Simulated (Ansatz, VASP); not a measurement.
## Two plane-wave programs on TlCl

```xyz
14
Lattice="5.3306 0.0000 0.0000 0.0000 6.5286 0.0000 0.0000 0.0000 31.2329" Properties=species:S:1:pos:R:3 pbc="T T T"
Tl    2.6653    4.3524   11.0000
Tl    0.0000    2.1762   12.5388
Tl    2.6653    0.0000   14.0776
Tl    0.0000    4.3524   15.6164
Tl    2.6653    2.1762   17.1552
Tl    0.0000    0.0000   18.6941
Tl    2.6653    4.3524   20.2329
Cl    2.6653    1.0881   11.0000
Cl    0.0000    5.4405   12.5388
Cl    2.6653    3.2643   14.0776
Cl    0.0000    1.0881   15.6164
Cl    2.6653    5.4405   17.1552
Cl    0.0000    3.2643   18.6941
Cl    2.6653    1.0881   20.2329
```

Alike in both runs: task single point; functional PBEsol; k mesh 5 × 4 × 1; occupations gaussian, width 0.05 eV; no spin polarisation.

|  | VASP | Ansatz |
| --- | --- | --- |
| version | VASP 6.6.1 | Ansatz 0.2.0 |
| potentials or method | VASP PAW PBE potentials, release 64 (Tl_d, Cl), cutoff 400 eV | scalar-relativistic, plane waves, PAW |
| valence electrons in the cell | 140 | 140 |

|  | VASP | Ansatz | Ansatz less VASP |
| --- | --- | --- | --- |
| gap on the k mesh at the Fermi level (eV) | 2.25 | 2.25 | -0.003 |
| least direct gap on the mesh (eV) | 2.25 | 2.25 | -0.003 |
| rms of the force components (eV/Å) | 0.129 | 0.129 | +0.0001 |

VASP's potentials were made for PBE, not for PBEsol. Ansatz's warnings: xc potential rough in thin density.

Spin-orbit coupling is off throughout.
